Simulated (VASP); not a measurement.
Runs of VASP 6.6.1 on Zn. The structure is that of space group Fm-3m (No. 225), or close to it. The cells are those of the table. 

```csv
level,cell,k mesh,cutoff (eV),grid for exact exchange (PRECFOCK),share of exact exchange,screening parameter,gap on the mesh (eV),pressure (GPa)
PBEsol,"a = 2.807, b = 2.807, c = 2.779 Å, angles 60.3, 60.3, 59.3°, 1 atom",12 × 12 × 12,500,-,-,-,none,-5.8
B3LYP,"a = 2.823 Å, angles 60.0°, 1 atom",6 × 6 × 6,400,Normal,0.2,-,none,-0.7
PBE0,"a = 2.722 Å, angles 60.0°, 1 atom",6 × 6 × 6,520,Normal,0.25,-,none,4.5
HF,"a = 2.902 Å, angles 60.0°, 1 atom",6 × 6 × 6,400,Normal,1,-,none,6.5
PBEsol-based screened hybrid with 25 % exact exchange,"a = 2.779 Å, angles 60.0°, 1 atom",6 × 6 × 6,400,Normal,0.25,0.207 1/Å,none,-4.9
PBE-based screened hybrid with 25 % exact exchange,"a = 2.777 Å, angles 60.0°, 1 atom",6 × 6 × 6,400,Normal,0.25,0.3 1/Å,none,(a)
PBE0,"a = 2.760 Å, angles 60.0°, 1 atom",6 × 6 × 6,520,Normal,0.25,-,none,(c)
PBE0,"a = 2.741 Å, angles 60.0°, 1 atom",6 × 6 × 6,520,Normal,0.25,-,none,(b)
```

Alike in all rows: task single point; potentials or basis VASP PAW PBE potentials, release 64 (Zn); no spin polarisation; smearing fermi-dirac 0.05 eV.

Q: Fill in the values left out.

A: (a) -0.8; (b) 2.5; (c) 0.7.

Caveats: some runs use coarse meshes; the PAW data sets were made with another functional, which shifts forces and pressure a little; the cell stands under tension (at least some runs).

A gap of «none» marks levels without a gap at the run's occupations.
